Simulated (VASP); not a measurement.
# Y (P6_3/mmc) in VASP: further runs, part 2 of 2

VASP 6.6.1. The steps go on from the part before.

## (3) Single point, BLYP (29.75 Å³/atom)

This run uses another cell than the first one, of 29.75 Å³/atom.

File INCAR:

```
PREC = Accurate
ENCUT = 520
EDIFF = 1E-6
ISMEAR = -1
SIGMA = 0.1
LREAL = F
LASPH = T
NELM = 100
ALGO = Normal
ISIF = 2
LWAVE = F
LCHARG = F
GGA = B5
ALDAX = 1.0
AGGAX = 1.0
AGGAC = 1.0
ALDAC = 0.0
NBANDS = 18
```

File KPOINTS:

```
regular mesh
0
Gamma
  16 16 9
```

File POSCAR:

```
Y
1.0
    3.5315742583      0.0000000000      0.0000000000
   -1.7657871292      3.0584330231      0.0000000000
    0.0000000000      0.0000000000      5.5083921657
Y
2
Direct
    0.3333333333      0.6666666667      0.2500000000
    0.6666666667      0.3333333333      0.7500000000
```

Potentials or basis: VASP PAW PBE potentials, release 64 (Y_sv).

The run is started by

```bash
$ cat potpaw_PBE.64/Y_sv/POTCAR > POTCAR
$ mpirun -np 1 vasp_std > vasp.out
```

OUTCAR:

```text
PREC = Accurate
   ENCUT = 520
   EDIFF = 1E-6
   ISMEAR = -1
   LREAL = F
   LASPH = T
   NELM = 100
   ISIF = 2
   GGA = B5

 ion  position               nearest neighbor table
   1  0.333  0.667  0.250-   2 3.43   2 3.43   2 3.43   2 3.43   2 3.43   2 3.43
   2  0.667  0.333  0.750-   1 3.43   1 3.43   1 3.43   1 3.43   1 3.43   1 3.43

  LATTYP: Found a hexagonal cell.
 ALAT       =     3.5315742583
 C/A-ratio  =     1.5597554413

  Lattice vectors:

 A1 = (   3.5315742583,   0.0000000000,   0.0000000000)
 A2 = (  -1.7657871292,   3.0584330231,   0.0000000000)
 A3 = (   0.0000000000,   0.0000000000,   5.5083921657)

Analysis of symmetry for initial positions (statically):
=====================================================================
 Subroutine PRICEL returns:
 Original cell was already a primitive cell.

 Routine SETGRP: Setting up the symmetry group for a
 hexagonal supercell.

 Subroutine GETGRP returns: Found 24 space group operations
 (whereof 12 operations were pure point group operations)
 out of a pool of 24 trial point group operations.

The static configuration has the point symmetry D_3d.
 The point group associated with its full space group is D_6h.

Analysis of symmetry for dynamics (positions and initial velocities):
=====================================================================
 Subroutine PRICEL returns:
 Original cell was already a primitive cell.

 Routine SETGRP: Setting up the symmetry group for a
 hexagonal supercell.

 Subroutine GETGRP returns: Found 24 space group operations
 (whereof 12 operations were pure point group operations)
 out of a pool of 24 trial point group operations.

The dynamic configuration has the point symmetry D_3d.
 The point group associated with its full space group is D_6h.

 Subroutine INISYM returns: Found 24 space group operations
 (whereof 12 operations are pure point group operations),
 and found     1 'primitive' translations

[... 110 lines left out ...]
   EFERMI_NEDOS =   21; number of points for ismear=-14 and -15
   IALGO  =     38    algorithm
   IMIX   =      4    mixing-type and parameters
     AMIX     =   0.40;   BMIX     =  1.00
     AMIX_MAG =   1.60;   BMIX_MAG =  1.00
  volume/ion in A,a.u.               =      29.75       200.75
  Fermi-wavevector in a.u.,A,eV,Ry     =   1.175037  2.220499 18.785737  1.380713
  Thomas-Fermi vector in A             =   2.311425
   LORBIT       =      0    0 simple, 1 ext, 2 COOP (PROOUT), +10 PAW based schemes
   GGA     = B5    functional components
   LHFCALC =     F    Hartree Fock is set to
   AEXX    =    0.0000 exact exchange contribution
   IVDW    =     0    specifies the selected vdW correction
   LEPSILON=     F    determine dielectric tensor
   LRPA    =     F    only Hartree local field effects (RPA)
 non-spin polarized calculation
  energy-cutoff  :      520.00
  volume of cell :       59.50
 maximum number of plane-waves:      1641
 NGX is ok and might be reduce to    28
   NGX = 13   NGY = 13   NGZ = 21

 number of electron      22.0000000 magnetization

 Free energy of the ion-electron system (eV)
  ---------------------------------------------------
  ext. energy  EPLUGINS =         0.00000000
  ---------------------------------------------------
  free energy    TOTEN  =       -10.83718438 eV

  energy without entropy =      -10.72217897  energy(sigma->0) =      -10.77968168

 E-fermi :   3.9950     XC(G=0):  -9.2876

 val. band max:        3.9943575780   @ k =   0.3125   0.1250   0.1111
 cond. band min:       3.9959372176   @ k =   0.3750   0.2500   0.4444
 fundamental gap:      0.0015796396
 Fermi energy:         3.9950173756

 k-point     1 :       0.0000    0.0000    0.0000
  band No.  band energies     occupation
      1     -38.4676      2.00000
      2     -38.3521      2.00000
      3     -18.9645      2.00000
      4     -18.3072      2.00000
      5     -18.3072      2.00000
      6     -18.1834      2.00000
[... 481 lines left out ...]
      5     -18.6286      2.00000
      6     -18.4551      2.00000
[... 10 lines left out ...]
     17       8.5929      0.00000
     18       9.4004      0.00000

 [... further k-points ...]

------------------------ aborting loop because EDIFF is reached ----------------------------------------

  FORCE on cell =-STRESS in cart. coord.  units (eV):
  Direction    XX          YY          ZZ          XY          YZ          ZX
  --------------------------------------------------------------------------------------
  -------------------------------------------------------------------------------------
  Total        2.1563764      2.1563764      2.2739661     -0.0000000     -0.0000000      0.0000000
  in kB       58.0688174     58.0688174     61.2353781     -0.0000000     -0.0000000      0.0000000
  external PRESSURE =      59.1243376 kB  Pullay stress =       0.0000000 kB

 VOLUME and BASIS-vectors are now :
 -----------------------------------------------------------------------------
  energy-cutoff  :      520.00
  volume of cell :       59.50
      direct lattice vectors                 reciprocal lattice vectors
     3.531574258  0.000000000  0.000000000     0.283159839  0.163482410  0.000000000
    -1.765787129  3.058433023  0.000000000     0.000000000  0.326964819  0.000000000
     0.000000000  0.000000000  5.508392166     0.000000000  0.000000000  0.181541178

 POSITION                                       TOTAL-FORCE (eV/Angst)
 -----------------------------------------------------------------------------------
     -0.00000      2.03896      1.37710        -0.000000     -0.000000      0.000000
      1.76579      1.01948      4.13129         0.000000      0.000000      0.000000
 -----------------------------------------------------------------------------------
    total drift:                               -0.000000      0.000000     -0.000000

  FREE ENERGIE OF THE ION-ELECTRON SYSTEM (eV)
  ---------------------------------------------------
  free  energy   TOTEN  =       -10.8371843838 eV

  energy  without entropy=      -10.7221789723  energy(sigma->0) =      -10.77968168
```

Run time: 81 s. Hardware: 1 thread of AMD EPYC 9R45 (Zen 5), shared host; peak memory 0.26 GiB.

Results:

```
Free energy            : -10.8372 eV
Pressure               : 5.9 GPa
Band gap on the k mesh : zero (bands 11 and 12 overlap by 1.82 eV)
```

Caveat: the cell stands under pressure; the PAW data sets were made with another functional, which shifts forces and pressure a little.

## (4) Single point, BLYP (31.10 Å³/atom)

This run uses another cell than the first one, of 31.10 Å³/atom.

File INCAR:

```
SYSTEM = Y
PREC     = Accurate       ! precision mode
ENCUT    = 520            ! plane-wave cutoff, eV
EDIFF    = 1E-6           ! SCF threshold, eV
ISMEAR   = -1             ! smearing method
SIGMA    = 0.1            ! smearing width, eV
LREAL    = .FALSE.        ! projectors in reciprocal space
LASPH    = .TRUE.         ! aspherical terms in the spheres
NELM     = 60             ! most SCF steps
ALGO     = Normal         ! electronic algorithm
ISIF     = 2              ! what is computed and relaxed
LWAVE    = .FALSE.        ! write WAVECAR
LCHARG   = .FALSE.        ! write CHGCAR
GGA      = B5             ! functional
ALDAX    = 1.0          
AGGAX    = 1.0          
AGGAC    = 1.0          
ALDAC    = 0.0          
NBANDS   = 18             ! bands
```

File KPOINTS:

```
regular mesh
0
G
  16 16 9
  0 0 0
```

File POSCAR:

```
Y
1.0
    3.5842920941      0.0000000000      0.0000000000
   -1.7921460470      3.1040880081      0.0000000000
    0.0000000000      0.0000000000      5.5906190968
Y
2
Direct
    0.3333333333      0.6666666667      0.2500000000
    0.6666666667      0.3333333333      0.7500000000
```

The run is started by

```bash
$ cat potpaw_PBE.64/Y_sv/POTCAR > POTCAR
$ mpirun -np 1 vasp_std > vasp.out
```

It took 82 s on 1 thread of AMD EPYC 9R45 (Zen 5), shared host; peak memory 0.26 GiB.

It converged, with:

```
Free energy            : -10.9171 eV
Pressure               : 3.6 GPa
Band gap on the k mesh : zero (bands 11 and 12 overlap by 1.65 eV)
```

Stress tensor (GPa, compression positive):
```
3.54 0.00 0.00
0.00 3.54 0.00
0.00 0.00 3.69
```

Levels at points of the mesh, in eV from the Fermi level:
```csv
k point,band 9,band 10,band 11,band 12,band 13,band 14
"(0.00, 0.00, 0.00)",-4.66,-1.92,1.26,1.69,1.69,2.06
"(0.50, 0.00, 0.00)",-1.66,-1.29,-0.90,0.07,1.39,1.51
```

Caveat: the cell stands under pressure; the PAW data sets were made with another functional, which shifts forces and pressure a little.

## (5) Overview

```tsv
cell	k mesh	gap on the mesh (eV)	pressure (GPa)
a = 3.685, b = 3.685, c = 5.748 Å, angles 90.0, 90.0, 120.0°, 2 atoms	10 × 10 × 6	none	-0.1
a = 3.532, b = 3.532, c = 5.508 Å, angles 90.0, 90.0, 120.0°, 2 atoms	16 × 16 × 9	none	5.9
a = 3.584, b = 3.584, c = 5.591 Å, angles 90.0, 90.0, 120.0°, 2 atoms	16 × 16 × 9	none	3.6
```

Alike in all rows: task single point; level BLYP; potentials or basis VASP PAW PBE potentials, release 64 (Y_sv); no spin polarisation; cutoff (eV) 520; smearing fermi-dirac 0.1 eV.

Caveats: the PAW data sets were made with another functional, which shifts forces and pressure a little; the cell stands under pressure (at least some runs).

Total energies depend on the potentials used, so only differences within one code and one set of settings carry meaning.
